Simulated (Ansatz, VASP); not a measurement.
Two plane-wave programs on NiO2

```xyz
3
Lattice="1.3788 0.7961 4.7157 -1.3788 0.7961 4.7157 0.0000 -1.5921 4.7157" Properties=species:S:1:pos:R:3 pbc="T T T"
Ni    0.0000    0.0000    0.0000
O     0.0000    0.0000    8.5096
O     0.0000    0.0000    5.6375
```

Alike in both runs: functional LDA; k mesh 12 × 12 × 12; occupations gaussian, width 0.02 eV; no spin polarisation.

Ansatz relaxed the structure, and its values are those at the end. VASP's run is a single point on that final structure, the one shown.

```csv
,VASP,Ansatz
version,VASP 6.6.1,Ansatz 0.2.0
potentials or method,"VASP PAW LDA potentials, release 64 (Ni, O), cutoff 520 eV","scalar-relativistic, plane waves, PAW"
valence electrons in the cell,22,30
```

|  | VASP | Ansatz | Ansatz less VASP |
| --- | --- | --- | --- |
| gap on the k mesh at the Fermi level (eV) | 0.89 | 0.91 | +0.027 |
| least direct gap on the mesh (eV) | 1.14 | 1.17 | +0.026 |
| pressure (GPa) | 1.0 | 0.0 | -0.98 |
| rms of the force components (eV/Å) | 0.044 | 0.000 | -0.0439 |

LDA's correlation is that of Perdew and Zunger in VASP and of Perdew and Wang (1992) in Ansatz. VASP's potentials hold 22 valence electrons a cell and Ansatz's 30, so a difference there can come from the potentials and not from the codes.
